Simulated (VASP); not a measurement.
Wanted: the native input for a VASP 6.6.1 run.

* Task: single point
* Functional: PBE
* Potentials or basis: VASP PAW PBE potentials, release 64 (C)
* Cutoff: 520 eV
* k mesh: 52 × 52 × 52
* Occupations: fermi-dirac, width 0.0612256 eV
* Spin: no spin polarisation
* Dipole correction: no
* Further INCAR settings: ALGO = Normal; EDIFF = 1e-07; NBANDS = 11

The structure of C lies in POSCAR:

```
C
1.0
    0.0000000000      1.7619331103      1.7619331103
    1.7619331103      0.0000000000      1.7619331103
    1.7619331103      1.7619331103      0.0000000000
C
2
Direct
    0.0000000000      0.0000000000      0.0000000000
    0.2500000000      0.2500000000      0.2500000000
```

The input as run:

INCAR

```
SYSTEM = C
PREC = Accurate
ENCUT = 520
EDIFF = 1E-7
ISMEAR = -1
SIGMA = 0.06122561905347299
LREAL = .FALSE.
LASPH = .TRUE.
NELM = 60
ALGO = Normal
ISIF = 2
LWAVE = .FALSE.
LCHARG = .TRUE.
GGA = PE
LELF = .TRUE.
LVHAR = .TRUE.
NBANDS = 11
```

KPOINTS

```
Automatic mesh
0
G
  52 52 52
  0 0 0
```

Potentials or basis: VASP PAW PBE potentials, release 64 (C).

Command:

```console
$ cat potpaw_PBE.64/C/POTCAR > POTCAR
$ mpirun -np 1 vasp_std > vasp.out
```

It gave:

The pressure is 19.7 GPa. The band gap on the k mesh is 4.21 eV, indirect (least direct gap 5.69 eV).

It took 4.6 min on 1 thread of Intel(R) Xeon(R) Platinum 8488C (Sapphire Rapids) (shared host), peak memory 0.42 GiB.
